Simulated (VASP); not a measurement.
# TiB2 (P4_2/mnm) in VASP: notebook

The runs below take TiB2 through single point, relaxation of cell and atoms, with PBE.

All numbers are computed with VASP 6.6.1; they aren't measurements. Logs are shortened: lines on timing, memory, paths and dates and some standing lists are left out, and cuts for length are marked.

## (1) The cell of the first run

It takes space group P4_2/mnm (No. 136, tetragonal). Conventional cell: a = 4.140 Å, b = 4.140 Å, c = 4.318 Å, α = 90.00°, β = 90.00°, γ = 90.00°. Within 2.9 Å of Ti (site symmetry mmm) lie 6 B at 2.15 to 2.29 Å. Within 2.2 Å of B (site symmetry m2m) lie 1 B at 1.55 Å and 1 Ti at 2.15 Å.

## (2) Single point, PBE

File INCAR:

```
PREC = Accurate
ENCUT = 520
EDIFF = 1E-6
ISMEAR = 0
SIGMA = 0.1
LREAL = F
LASPH = T
NELM = 80
ALGO = Normal
ISIF = 2
LWAVE = F
LCHARG = F
GGA = PE
NBANDS = 27
```

File KPOINTS:

```
regular mesh
0
Gamma
  11 11 10
```

File POSCAR:

```
TiB2
1.0
    4.1396805778      0.0000000000      0.0000000000
    0.0000000000      4.1396805778      0.0000000000
    0.0000000000      0.0000000000      4.3175270893
Ti B
2 4
Direct
    0.0000000000      0.0000000000      0.0000000000
    0.5000000000      0.5000000000      0.5000000000
    0.3679859752      0.3679859752      0.0000000000
    0.1320140248      0.8679859752      0.5000000000
    0.6320140248      0.6320140248      0.0000000000
    0.8679859752      0.1320140248      0.5000000000
```

Potentials or basis: VASP PAW PBE potentials, release 64 (Ti_sv, B).

Launch:

```sh
$ cat potpaw_PBE.64/Ti_sv/POTCAR potpaw_PBE.64/B/POTCAR > POTCAR
$ mpirun -np 1 vasp_std > vasp.out
```

OUTCAR:

```text
PREC = Accurate
   ENCUT = 520
   EDIFF = 1E-6
   ISMEAR = 0
   LREAL = F
   LASPH = T
   NELM = 80
   ISIF = 2
   GGA = PE

 ion  position               nearest neighbor table
   1  0.000  0.000  0.000-   3 2.15   5 2.15   4 2.29   6 2.29   4 2.29   6 2.29
   2  0.500  0.500  0.500-   4 2.15   6 2.15   5 2.29   3 2.29   3 2.29   5 2.29
   3  0.368  0.368  0.000-   5 1.55   1 2.15   2 2.29   2 2.29
   4  0.132  0.868  0.500-   6 1.55   2 2.15   1 2.29   1 2.29
   5  0.632  0.632  0.000-   3 1.55   1 2.15   2 2.29   2 2.29
   6  0.868  0.132  0.500-   4 1.55   2 2.15   1 2.29   1 2.29

  LATTYP: Found a simple tetragonal cell.
 ALAT       =     4.1396805778
 C/A-ratio  =     1.0429614093

  Lattice vectors:

 A1 = (   4.1396805778,   0.0000000000,   0.0000000000)
 A2 = (   0.0000000000,   4.1396805778,   0.0000000000)
 A3 = (   0.0000000000,   0.0000000000,   4.3175270893)

Analysis of symmetry for initial positions (statically):
=====================================================================
 Subroutine PRICEL returns:
 Original cell was already a primitive cell.

 Routine SETGRP: Setting up the symmetry group for a
 simple tetragonal supercell.

 Subroutine GETGRP returns: Found 16 space group operations
 (whereof  8 operations were pure point group operations)
 out of a pool of 16 trial point group operations.

The static configuration has the point symmetry D_2h.
 The point group associated with its full space group is D_4h.

Analysis of symmetry for dynamics (positions and initial velocities):
=====================================================================
 Subroutine PRICEL returns:
 Original cell was already a primitive cell.

 Routine SETGRP: Setting up the symmetry group for a
 simple tetragonal supercell.

 Subroutine GETGRP returns: Found 16 space group operations
 (whereof  8 operations were pure point group operations)
 out of a pool of 16 trial point group operations.

The dynamic configuration has the point symmetry D_2h.
 The point group associated with its full space group is D_4h.

 Subroutine INISYM returns: Found 16 space group operations
 (whereof  8 operations are pure point group operations),
 and found     1 'primitive' translations

----------------------------------------------------------------------------------------

                                     Primitive cell

  volume of cell :      73.9893

  direct lattice vectors                    reciprocal lattice vectors
     4.139680578  0.000000000  0.000000000     0.241564532  0.000000000  0.000000000
     0.000000000  4.139680578  0.000000000     0.000000000  0.241564532  0.000000000
     0.000000000  0.000000000  4.317527089     0.000000000  0.000000000  0.231614065

  length of vectors
     4.139680578  4.139680578  4.317527089     0.241564532  0.241564532  0.231614065

  position of ions in fractional coordinates (direct lattice)
     0.000000000  0.000000000  0.000000000
     0.500000000  0.500000000  0.500000000
     0.367985975  0.367985975  0.000000000
     0.132014025  0.867985975  0.500000000
     0.632014025  0.632014025  0.000000000
     0.867985975  0.132014025  0.500000000

  ion indices of the primitive-cell ions
   primitive index   ion index
                 1           1
                 2           2
                 3           3
                 4           4
                 5           5
                 6           6

----------------------------------------------------------------------------------------

 KPOINTS: regular mesh

Automatic generation of k-mesh.
 Grid dimensions read from file:
 generate k-points for:   11   11   10

 Generating k-lattice:

  Cartesian coordinates                     Fractional coordinates (reciprocal lattice)
     0.021960412  0.000000000  0.000000000     0.090909091  0.000000000  0.000000000
     0.000000000  0.021960412  0.000000000     0.000000000  0.090909091  0.000000000
     0.000000000  0.000000000  0.023161407     0.000000000  0.000000000  0.100000000

  Length of vectors
     0.021960412  0.021960412  0.023161407

  Shift w.r.t. Gamma in fractional coordinates (k-lattice)
     0.000000000  0.000000000  0.000000000

 Subroutine IBZKPT returns following result:
 ===========================================

 Found    126 irreducible k-points:

 Following reciprocal coordinates:
            Coordinates               Weight
  0.000000  0.000000  0.000000      1.000000
  0.090909  0.000000  0.000000      4.000000
  0.181818  0.000000  0.000000      4.000000
  0.272727  0.000000  0.000000      4.000000
  0.363636  0.000000  0.000000      4.000000
  0.454545  0.000000  0.000000      4.000000
[... 16 lines left out ...]
  0.090909  0.000000  0.100000      8.000000
  0.181818  0.000000  0.100000      8.000000
 [... further k-points ...]
   k-points           NKPTS =    126   k-points in BZ     NKDIM =    126   number of bands    NBANDS=     27
   number of dos      NEDOS =    301   number of ions     NIONS =      6
   total plane-waves  NPLWV =  32768
   dimension x,y,z NGX =    32 NGY =   32 NGZ =   32
   dimension x,y,z NGXF=    64 NGYF=   64 NGZF=   64
   ions per type =               2   4
   NGX,Y,Z   is equivalent  to a cutoff of  12.85, 12.85, 12.32 a.u.
   NGXF,Y,Z  is equivalent  to a cutoff of  25.70, 25.70, 24.64 a.u.
 SYSTEM =  unknown system
   PREC   = accura    normal or accurate (medium, high low for compatibility)
   ISTART =      0    job   : 0-new  1-cont  2-samecut
   ICHARG =      2    charge: 1-file 2-atom 10-const
   ISPIN  =      1    spin polarized calculation?
   LNONCOLLINEAR =      F non collinear calculations
   LSORBIT =      F    spin-orbit coupling
   LASPH  =      T    aspherical Exc in radial PAW
   ENCUT  =  520.0 eV  38.22 Ry    6.18 a.u.   7.70  7.70  8.03*2*pi/ulx,y,z
   NELM   =     80;   NELMIN=  2; NELMDL= -5     # of ELM steps
   EDIFF  = 0.1E-05   stopping-criterion for ELM
   LREAL  =      F    real-space projection
   EDIFFG = 0.1E-04   stopping-criterion for IOM
   NSW    =      0    number of steps for IOM
   IBRION =     -1    ionic relax: 0-MD 1-quasi-New 2-CG
   NFREE  =      0    steps in history (QN), initial steepest desc. (CG)
   ISIF   =      2    stress and relaxation
   ISYM   =      2    0-nonsym 1-usesym 2-fastsym
   POTIM  = 0.5000    time-step for ionic-motion
   TEBEG  =    0.0;   TEEND  =   0.0 temperature during run
   PSTRESS=    0.0 pullay stress
   NELECT =      36.0000    total number of electrons
   NUPDOWN=      -1.0000    fix difference up-down
   EMIN   =  10.00;   EMAX   =-10.00  energy-range for DOS
   EFERMI =   0.00;   METHOD = LEGACY
   ISMEAR =     0;   SIGMA  =   0.10  broadening in eV -4-tet -1-fermi 0-gaus
   EFERMI_NEDOS =   21; number of points for ismear=-14 and -15
   IALGO  =     38    algorithm
   IMIX   =      4    mixing-type and parameters
     AMIX     =   0.40;   BMIX     =  1.00
     AMIX_MAG =   1.60;   BMIX_MAG =  1.00
  volume/ion in A,a.u.               =      12.33        83.22
  Fermi-wavevector in a.u.,A,eV,Ry     =   1.287615  2.433240 22.557818  1.657953
  Thomas-Fermi vector in A             =   2.419619
   LORBIT       =      0    0 simple, 1 ext, 2 COOP (PROOUT), +10 PAW based schemes
   GGA     = PE    functional components
   LHFCALC =     F    Hartree Fock is set to
   AEXX    =    0.0000 exact exchange contribution
   IVDW    =     0    specifies the selected vdW correction
   LEPSILON=     F    determine dielectric tensor
   LRPA    =     F    only Hartree local field effects (RPA)
 non-spin polarized calculation
 Gauss-broadening in eV      SIGMA  =   0.10
  energy-cutoff  :      520.00
  volume of cell :       73.99
 maximum number of plane-waves:      2008
 NGX is ok and might be reduce to    32
   NGX = 15   NGY = 15   NGZ = 17

 number of electron      36.0000010 magnetization

 Free energy of the ion-electron system (eV)
  ---------------------------------------------------
  ext. energy  EPLUGINS =         0.00000000
  ---------------------------------------------------
  free energy    TOTEN  =       -39.09250516 eV

  energy without entropy =      -39.08078947  energy(sigma->0) =      -39.08664731

 E-fermi :   5.5898     XC(G=0): -10.8857

 val. band max:        5.5884595415   @ k =   0.4545   0.4545   0.0000
 cond. band min:       5.5944608959   @ k =   0.1818   0.0909   0.5000
 fundamental gap:      0.0060013544
 Fermi energy:         5.5897734830

 k-point     1 :       0.0000    0.0000    0.0000
  band No.  band energies     occupation
      1     -51.3969      2.00000
      2     -51.3872      2.00000
      3     -27.8314      2.00000
      4     -27.8314      2.00000
      5     -27.5941      2.00000
      6     -27.5941      2.00000
[... 19 lines left out ...]
     26       7.5658      0.00000
     27       9.8192      0.00000

 k-point     2 :       0.0909    0.0000    0.0000
  band No.  band energies     occupation
      1     -51.3966      2.00000
      2     -51.3873      2.00000
      3     -27.8316      2.00000
      4     -27.8314      2.00000
      5     -27.5947      2.00000
      6     -27.5946      2.00000
[... 19 lines left out ...]
     26       7.8219      0.00000
     27       9.8011      0.00000

 k-point     3 :       0.1818    0.0000    0.0000
  band No.  band energies     occupation
      1     -51.3960      2.00000
      2     -51.3878      2.00000
      3     -27.8321      2.00000
      4     -27.8317      2.00000
      5     -27.5963      2.00000
      6     -27.5958      2.00000
[... 19 lines left out ...]
     26       8.2955      0.00000
     27       9.7298      0.00000

 k-point     4 :       0.2727    0.0000    0.0000
  band No.  band energies     occupation
      1     -51.3950      2.00000
      2     -51.3887      2.00000
      3     -27.8328      2.00000
      4     -27.8321      2.00000
      5     -27.5983      2.00000
      6     -27.5975      2.00000
[... 19 lines left out ...]
     26       8.7019      0.00000
     27       9.5628      0.00000
[... 516 lines left out ...]
      4     -27.8312      2.00000
      5     -27.5943      2.00000
      6     -27.5943      2.00000
[... 19 lines left out ...]
     26       7.5287      0.00000
     27      10.3195      0.00000

 k-point    23 :       0.0909    0.0000    0.1000
  band No.  band energies     occupation
      1     -51.3964      2.00000
      2     -51.3875      2.00000
      3     -27.8314      2.00000
      4     -27.8313      2.00000
      5     -27.5949      2.00000
      6     -27.5948      2.00000
[... 19 lines left out ...]
     26       7.8506      0.00000
     27      10.2827      0.00000

 k-point    24 :       0.1818    0.0000    0.1000
  band No.  band energies     occupation
      1     -51.3958      2.00000
      2     -51.3880      2.00000
      3     -27.8320      2.00000
      4     -27.8316      2.00000
      5     -27.5966      2.00000
      6     -27.5962      2.00000
[... 19 lines left out ...]
     26       8.3130      0.00000
     27      10.1312      0.00000

 [... further k-points ...]
[... 5 lines left out ...]
  --------------------------------------------------------------------------------------
  -------------------------------------------------------------------------------------
  Total        0.0229752      0.0229752      0.0678868      0.0000000      0.0000000      0.0000000
  in kB        0.4975086      0.4975086      1.4700336      0.0000000      0.0000000      0.0000000
  external PRESSURE =       0.8216836 kB  Pullay stress =       0.0000000 kB

 VOLUME and BASIS-vectors are now :
 -----------------------------------------------------------------------------
  energy-cutoff  :      520.00
  volume of cell :       73.99
      direct lattice vectors                 reciprocal lattice vectors
     4.139680578  0.000000000  0.000000000     0.241564532  0.000000000  0.000000000
     0.000000000  4.139680578  0.000000000     0.000000000  0.241564532  0.000000000
     0.000000000  0.000000000  4.317527089     0.000000000  0.000000000  0.231614065

 POSITION                                       TOTAL-FORCE (eV/Angst)
 -----------------------------------------------------------------------------------
      0.00000      0.00000      0.00000        -0.000000     -0.000000     -0.000000
      2.06984      2.06984      2.15876        -0.000000     -0.000000     -0.000000
      1.52334      1.52334      0.00000        -0.010168     -0.010168      0.000000
      0.54650      3.59318      2.15876         0.010168     -0.010168     -0.000000
      2.61634      2.61634      0.00000         0.010168      0.010168     -0.000000
      3.59318      0.54650      2.15876        -0.010168      0.010168     -0.000000
 -----------------------------------------------------------------------------------
    total drift:                                0.000000      0.000000     -0.000000

  FREE ENERGIE OF THE ION-ELECTRON SYSTEM (eV)
  ---------------------------------------------------
  free  energy   TOTEN  =       -39.0925051583 eV

  energy  without entropy=      -39.0807894672  energy(sigma->0) =      -39.08664731
```

Run time: 3 min. Hardware: 1 thread of Intel Xeon Platinum 8488C (Sapphire Rapids), shared host; peak memory 0.31 GiB.

What came out:

```
Free energy            : -39.0925 eV
Pressure               : 0.1 GPa
Largest force          : 0.014 eV/Å
Band gap on the k mesh : zero (bands 18 and 19 overlap by 2.00 eV)
```

Forces in eV/Å, atoms in the order of the input:
```
Ti   0.000  0.000  0.000
Ti   0.000  0.000  0.000
B   -0.010 -0.010  0.000
B    0.010 -0.010  0.000
B    0.010  0.010  0.000
B   -0.010  0.010  0.000
```

## (3) Single point, PBE

File INCAR:

```
  PREC = Accurate
  ENCUT = 520
  EDIFF = 1E-7
  ISMEAR = 0
  SIGMA = 0.1
  LREAL = F
  LASPH = T
  NELM = 80
  ALGO = Normal
  ISIF = 2
  LWAVE = F
  LCHARG = T
  GGA = PE
  LELF = T
  LVHAR = T
  NBANDS = 27
```

File KPOINTS:

```
regular mesh
0
Gamma
  10 10 15
```

POSCAR is that of step 2.

Potentials or basis: VASP PAW PBE potentials, release 64 (Ti_sv, B).

Launch:

```sh
$ cat potpaw_PBE.64/Ti_sv/POTCAR potpaw_PBE.64/B/POTCAR > POTCAR
$ mpirun -np 1 vasp_std > vasp.out
```

Wall time 4.2 min (1 thread of Intel Xeon Platinum 8375C at 2.90GHz (Ice Lake), shared host); peak memory 0.37 GiB.

The run converged. Its results:

* Free energy: -39.0931 eV
* Pressure: 0.0 GPa
* Largest force: 0.029 eV/Å
* Band gap on the k mesh: zero (bands 18 and 19 overlap by 1.99 eV)

Forces on the atoms (eV/Å):
```
Ti   0.000  0.000  0.000
Ti   0.000  0.000  0.000
B   -0.020 -0.020  0.000
B    0.020 -0.020  0.000
B    0.020  0.020  0.000
B   -0.020  0.020  0.000
```

Levels at points of the mesh, in eV from the Fermi level:
| k point | band 14 | band 15 | band 16 | band 17 | band 18 | band 19 | band 20 | band 21 | band 22 | band 23 |
| --- | --- | --- | --- | --- | --- | --- | --- | --- | --- | --- |
| (0.00, 0.00, 0.00) | -2.53 | -2.50 | -2.50 | -0.92 | -0.92 | 0.71 | 1.13 | 1.13 | 1.34 | 1.36 |
| (0.50, 0.00, 0.00) | -2.69 | -2.17 | -2.17 | -0.01 | -0.01 | 0.72 | 0.72 | 1.52 | 1.52 | 2.14 |
| (0.50, 0.50, 0.00) | -2.27 | -1.73 | -1.73 | -0.62 | -0.62 | -0.08 | -0.08 | 1.28 | 1.28 | 1.86 |

## (4) Relaxation of cell and atoms, PBE

This run uses another cell than the first one, of 9.74 Å³/atom.

File INCAR:

```
SYSTEM = TiB2
ALGO     = Normal         ! electronic algorithm
EDIFF    = 1E-6           ! SCF threshold, eV
EDIFFG   = -0.02          ! ionic threshold
ENCUT    = 600            ! plane-wave cutoff, eV
GGA      = PE             ! functional
IBRION   = 2              ! ionic algorithm
ISIF     = 3              ! what is computed and relaxed
ISMEAR   = 0              ! smearing method
LASPH    = .True.         ! aspherical terms in the spheres
LCHARG   = .False.        ! write CHGCAR
LREAL    = .False.        ! projectors in reciprocal space
LWAVE    = .False.        ! write WAVECAR
NELM     = 100            ! most SCF steps
NSW      = 80             ! ionic steps
PREC     = Accurate       ! precision mode
SIGMA    = 0.1            ! smearing width, eV
```

File KPOINTS:

```
k-points
0
Gamma
  10 10 15
  0 0 0
```

File POSCAR:

```
TiB2
1.0
    4.4800000000      0.0000000000      0.0000000000
    0.0000000000      4.4800000000      0.0000000000
    0.0000000000      0.0000000000      2.9120000000
Ti B
2 4
Direct
    0.0000000000      0.0000000000      0.0000000000
    0.5000000000      0.5000000000      0.5000000000
    0.3050000000      0.3050000000      0.0000000000
    0.1950000000      0.8050000000      0.5000000000
    0.6950000000      0.6950000000      0.0000000000
    0.8050000000      0.1950000000      0.5000000000
```

Launch:

```sh
$ cat potpaw_PBE.64/Ti_sv/POTCAR potpaw_PBE.64/B/POTCAR > POTCAR
$ mpirun -np 1 vasp_std > vasp.out
```

It took 24 min on 1 thread of Intel Xeon 6975P-C (Granite Rapids), shared host; peak memory 0.38 GiB.

The run converged. Its results:

```
Free energy                           : -39.0434 eV
Relaxed volume                        : 12.30 Å³/atom
Relaxed cell                          : a = 4.139 Å, b = 4.139 Å, c = 4.308 Å, α = 90.00°, β = 90.00°, γ = 90.00°
Space group after relaxing (to 0.1 Å) : P4_2/mnm (No. 136)
Energy gained by relaxing             : 1787.8 meV/atom
Ionic steps                           : 26
Pressure after relaxing               : 0.1 GPa
Band gap on the k mesh                : zero (bands 18 and 19 overlap by 2.00 eV)
```

The path:
```csv
step,energy change (eV),largest force (eV/Å),pressure (GPa),volume (Å³)
1,0.0000,0.9394,66.99,58.45
2,-3.9627,1.2854,-10.27,99.84
3,-4.5481,1.2140,1.36,84.73
4,-4.5492,1.2293,0.47,85.54
5,-4.7690,0.7584,-1.38,87.07
6,-4.9438,0.0892,-4.09,90.27
7,-5.0596,0.1620,-4.40,90.25
8,-5.5240,0.4949,-5.41,90.13
9,-6.9880,1.2101,-8.12,89.64
10,-9.0992,3.9208,-4.07,87.72
11,-8.8418,0.6890,-9.31,88.72
12,-9.2721,0.7571,-7.78,88.25
13,-9.3070,1.7419,-6.69,88.04
14,-9.3563,5.4431,-3.59,84.92
15,-9.5042,3.4712,-5.57,86.34
16,-10.2356,1.7724,-7.95,83.03
17,-10.5747,0.3558,-7.68,78.75
18,-10.5746,0.2192,-7.79,79.01
19,-10.6966,0.0739,-2.90,75.46
20,-10.7143,0.0031,-0.10,73.72
21,-10.7144,0.0089,0.13,73.59
22,-10.7234,0.0337,0.10,73.68
23,-10.7267,0.0771,0.08,73.78
24,-10.7267,0.0769,0.07,73.78
25,-10.7269,0.0369,0.17,73.82
26,-10.7270,0.0017,0.11,73.81
```

Final structure:
```
Ti B
1.0
     4.13934    0.00000    0.00000
     0.00000    4.13934    0.00000
     0.00000    0.00000    4.30752
Ti B
2 4
Direct
  0.00000 0.00000 0.00000
  0.50000 0.50000 0.50000
  0.36787 0.36787 0.00000
  0.13213 0.86787 0.50000
  0.63213 0.63213 0.00000
  0.86787 0.13213 0.50000
```

Levels at points of the mesh, in eV from the Fermi level:
```
           k point  band 14  band 15  band 16  band 17  band 18  band 19  band 20  band 21  band 22
(0.00, 0.00, 0.00)    -2.55    -2.51    -2.51    -0.94    -0.94     0.73     1.13     1.13     1.70
(0.50, 0.00, 0.00)    -2.70    -2.17    -2.17    -0.01    -0.01     0.72     0.72     1.53     1.53
(0.50, 0.50, 0.00)    -2.27    -1.74    -1.74    -0.61    -0.61    -0.07    -0.07     1.28     1.28
```

Caveat: the volume moved by over 15 % at a fixed basis, so the end points are rough.

## (5) The runs side by side

```tsv
task	cell	k mesh	cutoff (eV)	gap on the mesh (eV)	pressure (GPa)	largest force (eV/Å)
single point	a = 4.140, b = 4.140, c = 4.318 Å, 6 atoms, atomic positions A	11 × 11 × 10	520	none	0.1	0.01
single point	a = 4.140, b = 4.140, c = 4.318 Å, 6 atoms, atomic positions A	10 × 10 × 15	520	none	0.0	0.03
relaxation of cell and atoms	relaxed from a = 4.480, b = 4.480, c = 2.912 Å, 6 atoms, atomic positions B	10 × 10 × 15	600	none	0.1	-
```

Alike in all rows: level PBE; potentials or basis VASP PAW PBE potentials, release 64 (Ti_sv, B); no spin polarisation; smearing gaussian 0.1 eV.

Caveats: the volume moved by over 15 % at a fixed basis, so the end points are rough (at least some runs).

Total energies depend on the potentials used, so only differences within one code and one set of settings carry meaning.
